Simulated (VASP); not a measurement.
Set up this calculation in VASP 6.6.1, as the native input.

- Task: relaxation of cell and atoms
- Functional: PBEsol
- Potentials or basis: VASP PAW PBE potentials, release 64 (Se)
- Cutoff: 600 eV
- k mesh: 21 × 21 × 21
- Occupations: fermi-dirac, width 0.1 eV
- Spin: no spin polarisation
- Target pressure: 125 GPa
- Dipole correction: no
- Further INCAR settings: ALGO = Normal; EDIFF = 1e-06; IBRION = 2; EDIFFG = -0.002; NSW = 80; ISIF = 3

The structure of Se lies in POSCAR:

```
Se
1.0
    1.9358089321      1.1176398080      0.9107105610
   -1.9358089321      1.1176398080      0.9107105610
    0.0000000000     -2.2352796160      0.9107105610
Se
1
Direct
    0.0000000000      0.0000000000      0.0000000000
```

One way to write it, as run:

INCAR

```
ALGO     = Normal         # electronic algorithm
EDIFF    = 1E-6           # SCF threshold, eV
EDIFFG   = -0.002         # ionic threshold
ENCUT    = 600            # plane-wave cutoff, eV
GGA      = PS             # functional
IBRION   = 2              # ionic algorithm
ISIF     = 3              # what is computed and relaxed
ISMEAR   = -1             # smearing method
LASPH    = T              # aspherical terms in the spheres
LCHARG   = F              # write CHGCAR
LREAL    = F              # projectors in reciprocal space
LWAVE    = F              # write WAVECAR
NELM     = 100            # most SCF steps
NSW      = 80             # ionic steps
PREC     = Accurate       # precision mode
PSTRESS  = 1250.0       
SIGMA    = 0.1            # smearing width, eV
```

KPOINTS

```
k-points
0
Gamma
  21 21 21
```

Potentials or basis: VASP PAW PBE potentials, release 64 (Se).

Command:

```console
$ cat potpaw_PBE.64/Se/POTCAR > POTCAR
$ mpirun -np 1 vasp_std > vasp.out
```

It gave:

- Relaxed volume: 11.82 Å³/atom
- Relaxed cell: a = 2.485 Å, b = 2.485 Å, c = 2.485 Å, α = 109.47°, β = 109.47°, γ = 109.47°
- Space group after relaxing (to 0.05 Å): Im-3m (No. 229)
- Energy change on relaxing (the enthalpy is what falls): -6.4 meV/atom
- Ionic steps: 35
- Pressure after relaxing: 125.0 GPa
- Band gap on the k mesh: zero (band 3 reaches 20.85 eV, above the bottom of band 4 at 6.60 eV)

Caveat: the cell is relaxed towards a set pressure, so the enthalpy falls and the energy may rise; the PAW data sets were made with another functional, which shifts forces and pressure a little.

It took 5.6 min on 1 thread of Intel(R) Xeon(R) 6975P-C (Granite Rapids), with other jobs on the host, peak memory 0.21 GiB.
